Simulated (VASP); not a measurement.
# Al2O3 in VASP: further runs

Al2O3 is run at these levels: PBE; tasks: single point.

Everything below comes from runs of VASP 6.6.1. Logs are shortened: lines on timing, memory, paths and dates and some standing lists are left out, and cuts for length are marked.

### 1 The cell of the first run

The cell holds an amorphous packing of atoms, 25 atoms: a = 6.571 Å, b = 6.600 Å, c = 6.295 Å, α = 90.12°, β = 90.25°, γ = 89.62°.

### 2 Single point, PBE

Input file INCAR:

```
  PREC = Accurate
  ENCUT = 520
  EDIFF = 1E-6
  ISMEAR = -1
  SIGMA = 0.1861
  LREAL = Auto
  LASPH = T
  NELM = 100
  ALGO = Normal
  ISIF = 2
  LWAVE = F
  LCHARG = F
  GGA = PE
  NBANDS = 78
  ISYM = 0
```

Input file KPOINTS:

```
regular mesh
0
Gamma
  1 1 1
```

Input file POSCAR:

```
Al2O3
1.0
    6.5712240000      0.0218150000     -0.0138680000
    0.0218150000      6.5996800000     -0.0068760000
   -0.0138680000     -0.0068760000      6.2950720000
Al O
10 15
Direct
    0.3284668970      0.2281542652      0.6590526634
    0.6823961081      0.1864255664      0.6245714634
    0.9354479513      0.9480391088      0.8742790407
    1.0401816530      0.5755084735      0.5750908704
    0.5841081655      0.4152345818      0.3152536722
    0.2001476986      0.8907019749      0.2548330051
    0.8513967487      0.5788688378      0.9840475966
    0.3512982029      0.5631499736      0.9907195696
    0.6131919711      1.0212461906      0.1086157291
    0.0820590357      0.2609786898      0.2555202679
    0.6177517710      0.1374434774      0.3633251602
    0.2539067340      0.1241593528      0.4277156637
    0.8124733253      0.8488833216      0.1020049178
    0.5125483146      0.0615644111      0.8060869418
    0.5415584732      0.4031132145      0.6147931492
    0.1985963918      0.7520125268      0.4974422807
    0.1191262688      0.7136527239      0.9485672474
    0.8806433692      0.4675789205      0.3802334326
    0.1718748191      0.4020645937      0.7565600769
    0.2832562735      0.4153162766      0.2243688258
    0.0830942201      0.1242300737      0.0512555784
    0.4452856181      0.8140534459      0.1621802979
    0.6203068471      0.4342483331      1.0370903314
    0.9042617063      0.1383809378      0.7004620136
    0.8374739888      0.6724230588      0.7333489864
```

Potentials or basis: VASP PAW PBE potentials, release 64 (Al, O).

Started as:

```
cat potpaw_PBE.64/Al/POTCAR potpaw_PBE.64/O/POTCAR > POTCAR
mpirun -np 1 vasp_gam > vasp.out
```

OUTCAR:

```text
PREC = Accurate
   ENCUT = 520
   EDIFF = 1E-6
   ISMEAR = -1
   LREAL = Auto
   LASPH = T
   NELM = 100
   ISIF = 2
   GGA = PE
   ISYM = 0

 ion  position               nearest neighbor table
   1  0.328  0.228  0.659-  19 1.66  12 1.68  15 1.84  14 1.87   2 2.35   4 3.01  10 3.01   5 3.02
                             8 3.04
   2  0.682  0.186  0.625-  24 1.56  15 1.70  11 1.73  14 1.80   1 2.35   5 2.55   3 2.77   9 3.27

   3  0.935  0.948  0.874-  24 1.68  13 1.78  21 1.88  17 2.01  25 2.12   7 2.60   9 2.63   2 2.77
                             6 2.98   4 3.17  10 3.31
   4  0.040  0.576  0.575-  16 1.64  18 1.76  25 1.78  19 1.83  17 2.57   7 2.86  10 2.90   1 3.01
                             6 3.09   3 3.17   8 3.31
   5  0.584  0.415  0.315-  23 1.77  11 1.87  15 1.91  18 2.02  20 2.06   2 2.55   8 2.73   9 2.91
                             7 2.94   1 3.02
   6  0.200  0.891  0.255-  16 1.78  22 1.79  12 1.92  21 2.14  17 2.31  10 2.56   8 2.90   3 2.98
                             9 3.00   4 3.09
   7  0.851  0.579  0.984-  25 1.70  23 1.83  13 1.94  17 1.99   3 2.60  18 2.61   4 2.86   5 2.94
                            10 3.09   8 3.29   8 3.29
   8  0.351  0.563  0.991-  20 1.83  17 1.83  23 1.98  22 2.07  19 2.17   5 2.73   6 2.90   1 3.04
                            10 3.16   7 3.29   7 3.29   4 3.31
   9  0.613  0.021  0.109-  13 1.73  11 1.78  22 1.80  14 2.03   3 2.63   5 2.91   6 3.00   2 3.27

  10  0.082  0.261  0.256-  21 1.57  20 1.69  12 1.80  18 2.05   6 2.56   4 2.90   1 3.01   7 3.09
                             8 3.16   3 3.31
  11  0.618  0.137  0.363-   2 1.73   9 1.78   5 1.87
  12  0.254  0.124  0.428-   1 1.68  10 1.80   6 1.92
  13  0.812  0.849  0.102-   9 1.73   3 1.78   7 1.94
  14  0.513  0.062  0.806-   2 1.80   1 1.87   9 2.03
  15  0.542  0.403  0.615-   2 1.70   1 1.84   5 1.91
  16  0.199  0.752  0.497-   4 1.64   6 1.78
  17  0.119  0.714  0.949-   8 1.83   7 1.99   3 2.01   6 2.31   4 2.57
  18  0.881  0.468  0.380-   4 1.76   5 2.02  10 2.05   7 2.61
  19  0.172  0.402  0.757-   1 1.66   4 1.83   8 2.17
  20  0.283  0.415  0.224-  10 1.69   8 1.83   5 2.06
  21  0.083  0.124  0.051-  10 1.57   3 1.88   6 2.14
  22  0.445  0.814  0.162-   6 1.79   9 1.80   8 2.07
  23  0.620  0.434  0.037-   5 1.77   7 1.83   8 1.98
  24  0.904  0.138  0.700-   2 1.56   3 1.68
  25  0.837  0.672  0.733-   7 1.70   4 1.78   3 2.12

IMPORTANT INFORMATION: All symmetrisations will be switched off!
NOSYMM: (Re-)initialisation of all symmetry stuff for point group C_1.

----------------------------------------------------------------------------------------

                                     Primitive cell

  volume of cell :     273.0000

  direct lattice vectors                    reciprocal lattice vectors
     6.571224000  0.021815000 -0.013868000     0.152181026 -0.000502680  0.000334705
     0.021815000  6.599680000 -0.006876000    -0.000502680  0.151524331  0.000164400
    -0.013868000 -0.006876000  6.295072000     0.000334705  0.000164400  0.158855335

  length of vectors
     6.571274844  6.599719636  6.295091031     0.152182224  0.151525254  0.158855773

  position of ions in fractional coordinates (direct lattice)
     0.328466897  0.228154265  0.659052663
     0.682396108  0.186425566  0.624571463
     0.935447951  0.948039109  0.874279041
     0.040181653  0.575508474  0.575090870
     0.584108165  0.415234582  0.315253672
     0.200147699  0.890701975  0.254833005
[... 17 lines left out ...]
     0.904261706  0.138380938  0.700462014
     0.837473989  0.672423059  0.733348986

  ion indices of the primitive-cell ions
   primitive index   ion index
                 1           1
                 2           2
                 3           3
                 4           4
                 5           5
                 6           6
[... 17 lines left out ...]
                24          24
                25          25

----------------------------------------------------------------------------------------

 KPOINTS: regular mesh

Automatic generation of k-mesh.
 Grid dimensions read from file:
 generate k-points for:    1    1    1

 Generating k-lattice:

  Cartesian coordinates                     Fractional coordinates (reciprocal lattice)
     0.152181026 -0.000502680  0.000334705     1.000000000  0.000000000  0.000000000
    -0.000502680  0.151524331  0.000164400    -0.000000000  1.000000000  0.000000000
     0.000334705  0.000164400  0.158855335     0.000000000  0.000000000  1.000000000

  Length of vectors
     0.152182224  0.151525254  0.158855773

  Shift w.r.t. Gamma in fractional coordinates (k-lattice)
     0.000000000  0.000000000  0.000000000

 Subroutine IBZKPT returns following result:
 ===========================================

 Found      1 irreducible k-points:

 Following reciprocal coordinates:
            Coordinates               Weight
  0.000000  0.000000  0.000000      1.000000
   k-points           NKPTS =      1   k-points in BZ     NKDIM =      1   number of bands    NBANDS=     78
   number of dos      NEDOS =    301   number of ions     NIONS =     25
   total plane-waves  NPLWV = 120000
   dimension x,y,z NGX =    50 NGY =   50 NGZ =   48
   dimension x,y,z NGXF=   100 NGYF=  100 NGZF=   96
   ions per type =              10  15
   NGX,Y,Z   is equivalent  to a cutoff of  12.65, 12.59, 12.68 a.u.
   NGXF,Y,Z  is equivalent  to a cutoff of  25.30, 25.19, 25.35 a.u.
 SYSTEM =  unknown system
   PREC   = accura    normal or accurate (medium, high low for compatibility)
   ISTART =      0    job   : 0-new  1-cont  2-samecut
   ICHARG =      2    charge: 1-file 2-atom 10-const
   ISPIN  =      1    spin polarized calculation?
   LNONCOLLINEAR =      F non collinear calculations
   LSORBIT =      F    spin-orbit coupling
   LASPH  =      T    aspherical Exc in radial PAW
   ENCUT  =  520.0 eV  38.22 Ry    6.18 a.u.  12.22 12.27 11.70*2*pi/ulx,y,z
   NELM   =    100;   NELMIN=  2; NELMDL= -5     # of ELM steps
   EDIFF  = 0.1E-05   stopping-criterion for ELM
   LREAL  =      T    real-space projection
   EDIFFG = 0.1E-04   stopping-criterion for IOM
   NSW    =      0    number of steps for IOM
   IBRION =     -1    ionic relax: 0-MD 1-quasi-New 2-CG
   NFREE  =      0    steps in history (QN), initial steepest desc. (CG)
   ISIF   =      2    stress and relaxation
   ISYM   =      0    0-nonsym 1-usesym 2-fastsym
   POTIM  = 0.5000    time-step for ionic-motion
   TEBEG  =    0.0;   TEEND  =   0.0 temperature during run
   PSTRESS=    0.0 pullay stress
   NELECT =     120.0000    total number of electrons
   NUPDOWN=      -1.0000    fix difference up-down
   EMIN   =  10.00;   EMAX   =-10.00  energy-range for DOS
   EFERMI =   0.00;   METHOD = LEGACY
   ISMEAR =    -1;   SIGMA  =   0.19  broadening in eV -4-tet -1-fermi 0-gaus
   EFERMI_NEDOS =   21; number of points for ismear=-14 and -15
   IALGO  =     38    algorithm
   IMIX   =      4    mixing-type and parameters
     AMIX     =   0.40;   BMIX     =  1.00
     AMIX_MAG =   1.60;   BMIX_MAG =  1.00
  volume/ion in A,a.u.               =      10.92        73.69
  Fermi-wavevector in a.u.,A,eV,Ry     =   1.244747  2.352231 21.080797  1.549395
  Thomas-Fermi vector in A             =   2.379000
   LORBIT       =      0    0 simple, 1 ext, 2 COOP (PROOUT), +10 PAW based schemes
   GGA     = PE    functional components
   LHFCALC =     F    Hartree Fock is set to
   AEXX    =    0.0000 exact exchange contribution
   IVDW    =     0    specifies the selected vdW correction
   LEPSILON=     F    determine dielectric tensor
   LRPA    =     F    only Hartree local field effects (RPA)
 non-spin polarized calculation
  energy-cutoff  :      520.00
  volume of cell :      273.00
 maximum number of plane-waves:      3674
 NGX is ok and might be reduce to    50
   NGX = 25   NGY = 25   NGZ = 23

 number of electron     120.0000005 magnetization

 Free energy of the ion-electron system (eV)
  ---------------------------------------------------
  ext. energy  EPLUGINS =         0.00000000
  ---------------------------------------------------
  free energy    TOTEN  =      -169.55428838 eV

  energy without entropy =     -169.49863427  energy(sigma->0) =     -169.52646132

 E-fermi :   5.3733     XC(G=0): -10.1457

 val. band max:        4.4993669209   @ k =   0.0000   0.0000   0.0000
 cond. band min:       6.1769759959   @ k =   0.0000   0.0000   0.0000
 fundamental gap:      1.6776090750
 Fermi energy:         5.3732736694

 k-point     1 :       0.0000    0.0000    0.0000
  band No.  band energies     occupation
      1     -15.2542      2.00000
      2     -14.5101      2.00000
      3     -14.3958      2.00000
      4     -14.0416      2.00000
      5     -13.8429      2.00000
      6     -13.6600      2.00000
[... 64 lines left out ...]
     71      12.0403      0.00000
     72      12.3578      0.00000
 [bands above 72 left out]

------------------------ aborting loop because EDIFF is reached ----------------------------------------

  FORCE on cell =-STRESS in cart. coord.  units (eV):
  Direction    XX          YY          ZZ          XY          YZ          ZX
  --------------------------------------------------------------------------------------
  -------------------------------------------------------------------------------------
  Total       27.4788742     17.8186937     12.8228261      2.6945764      2.4431277     -8.9476728
  in kB      161.2675320    104.5740349     75.2543753     15.8138824     14.3381850    -52.5119439
  external PRESSURE =     113.6986474 kB  Pullay stress =       0.0000000 kB

 VOLUME and BASIS-vectors are now :
 -----------------------------------------------------------------------------
  energy-cutoff  :      520.00
  volume of cell :      273.00
      direct lattice vectors                 reciprocal lattice vectors
     6.571224000  0.021815000 -0.013868000     0.152181026 -0.000502680  0.000334705
     0.021815000  6.599680000 -0.006876000    -0.000502680  0.151524331  0.000164400
    -0.013868000 -0.006876000  6.295072000     0.000334705  0.000164400  0.158855335

 POSITION                                       TOTAL-FORCE (eV/Angst)
 -----------------------------------------------------------------------------------
      2.15427      1.50838      4.14266         0.440082     -1.279832      1.117864
      4.47958      1.24094      3.92098        -1.929683     -0.925375     -0.327629
      6.15559      6.27115      5.48416         3.038084     -2.757860     -0.288246
      0.26862      3.79509      3.61572        -0.905976      0.184289      2.032768
      3.84299      2.75099      1.97359        -1.149901     -0.054155      2.421206
      1.33111      5.88096      1.59529         1.059384     -0.860891      1.175805
[... 17 lines left out ...]
      5.93541      0.92818      4.39597         3.785900     -1.094685      0.396912
      5.50773      4.45100      4.60025        -0.960423      1.158342     -1.289570
 -----------------------------------------------------------------------------------
    total drift:                                0.002514      0.007684     -0.013445

  FREE ENERGIE OF THE ION-ELECTRON SYSTEM (eV)
  ---------------------------------------------------
  free  energy   TOTEN  =      -169.5542883794 eV

  energy  without entropy=     -169.4986342661  energy(sigma->0) =     -169.52646132
```

Run time: 34 s. Hardware: 1 thread of Intel Xeon Platinum 8488C (Sapphire Rapids), shared host; peak memory 0.3 GiB.

Results:

| Property | Result |
| --- | --- |
| Free energy | -169.5543 eV |
| Pressure | 11.4 GPa |
| Largest force | 6.568 eV/Å |
| Band gap on the k mesh | 1.68 eV |

Forces in eV/Å, atoms in the order of the input:
```
Al   0.440 -1.280  1.118
Al  -1.930 -0.925 -0.328
Al   3.038 -2.758 -0.288
Al  -0.906  0.184  2.033
Al  -1.150 -0.054  2.421
Al   1.059 -0.861  1.176
Al   0.189  1.973  0.676
Al  -1.181  0.819  0.033
Al  -2.922 -1.793 -0.031
Al   0.107  3.741  5.398
O    1.543  0.610 -3.363
O   -2.927 -1.653 -1.231
O    0.312 -0.139 -0.113
O   -0.187  0.470  1.505
O   -1.098  1.451 -1.563
O    0.034  1.409 -1.975
O    0.884  0.689  2.878
O    0.166 -2.368 -3.256
O   -0.433  1.927  1.210
O    3.126  3.156 -1.394
O   -0.673 -4.832 -2.692
O   -1.049 -0.698 -1.106
O    0.732  0.870 -0.213
O    3.786 -1.095  0.397
O   -0.960  1.158 -1.290
```

Levels at points of the mesh, in eV from the valence-band top:
| k point | band 56 | band 57 | band 58 | band 59 | band 60 | band 61 | band 62 | band 63 | band 64 | band 65 |
| --- | --- | --- | --- | --- | --- | --- | --- | --- | --- | --- |
| (0.00, 0.00, 0.00) | -1.02 | -0.96 | -0.74 | -0.16 | 0.00 | 1.68 | 3.81 | 4.75 | 4.90 | 5.35 |

Caveat: the k points lie up to 1.00 Å⁻¹ apart.

(Part 1 of 2 ends here.)
